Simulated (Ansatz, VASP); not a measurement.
Two plane-wave programs on LaTlCl4

Contents of INCAR:

```
  PREC = Accurate
  ENCUT = 520
  EDIFF = 1E-7
  ISMEAR = 0
  SIGMA = 0.1
  LREAL = F
  LASPH = T
  NELM = 100
  ALGO = Normal
  ISIF = 2
  LWAVE = F
  LCHARG = F
  GGA = PE
  NBANDS = 64
```

The input KPOINTS:

```
regular mesh
0
Gamma
  4 4 1
```

POSCAR

```
LaTlCl4
1.0
    4.9007170328      0.0000000000      0.0000000000
    0.0000000000      4.9007170328      0.0000000000
    0.0000000000      0.0000000000     15.4097300139
La Tl Cl
2 2 8
Direct
    0.0000000000      1.0000000000      0.5000000000
    0.0000000000      1.0000000000      0.0000000000
    0.5000000000      0.5000000000      0.2500000000
    0.5000000000      0.5000000000      0.7500000000
    0.5000000000      0.0000000000      0.3929104505
    0.5000000000      0.0000000000      0.8929104505
    0.0000000000      0.5000000000      0.1070895495
    0.0000000000      0.5000000000      0.6070895495
    0.5000000000      0.0000000000      0.1070895495
    0.5000000000      0.0000000000      0.6070895495
    1.0000000000      0.5000000000      0.3929104505
    1.0000000000      0.5000000000      0.8929104505
```

Input for Ansatz:

```yaml
crystal:
  lattice:
    - [4.9007170328, 0.0, 0.0]
    - [0.0, 4.9007170328, 0.0]
    - [0.0, 0.0, 15.4097300139]
  atoms:
    - { symbol: La, position: [0.0, 1.0, 0.5] }
    - { symbol: La, position: [0.0, 1.0, 0.0] }
    - { symbol: Tl, position: [0.5, 0.5, 0.25] }
    - { symbol: Tl, position: [0.5, 0.5, 0.75] }
    - { symbol: Cl, position: [0.5, 0.0, 0.3929104505] }
    - { symbol: Cl, position: [0.5, 0.0, 0.8929104505] }
    - { symbol: Cl, position: [0.0, 0.5, 0.1070895495] }
    - { symbol: Cl, position: [0.0, 0.5, 0.6070895495] }
    - { symbol: Cl, position: [0.5, 0.0, 0.1070895495] }
    - { symbol: Cl, position: [0.5, 0.0, 0.6070895495] }
    - { symbol: Cl, position: [1.0, 0.5, 0.3929104505] }
    - { symbol: Cl, position: [1.0, 0.5, 0.8929104505] }
basis:
  ecutwfc: 420
kpoints:
  mp_grid: { grid: [4, 4, 1] }
hamiltonian:
  xc: pbe
scf:
  occupations: { method: gaussian, width: 0.1 }
  lower_state_search: "off"
output:
  forces: true
  stress: true
  eigenvalues: true
```

Alike in both runs: task single point; functional PBE; k mesh 4 × 4 × 1; occupations gaussian, width 0.1 eV; no spin polarisation.

|  | VASP | Ansatz |
| --- | --- | --- |
| version | VASP 6.6.1 | Ansatz 0.2.0 |
| potentials or method | VASP PAW PBE potentials, release 64 (La, Tl_d, Cl), cutoff 520 eV | scalar-relativistic, plane waves, PAW |
| valence electrons in the cell | 104 | 104 |

```csv
,VASP,Ansatz,Ansatz less VASP
gap on the k mesh at the Fermi level (eV),3.24,3.18,-0.067
least direct gap on the mesh (eV),3.24,3.18,-0.067
pressure (GPa),-0.1,0.0,+0.10
rms of the force components (eV/Å),0.004,0.001,-0.0027
```

Atom by atom the forces differ by 0.003 eV/Å (rms over components).

Spin-orbit coupling is off throughout.
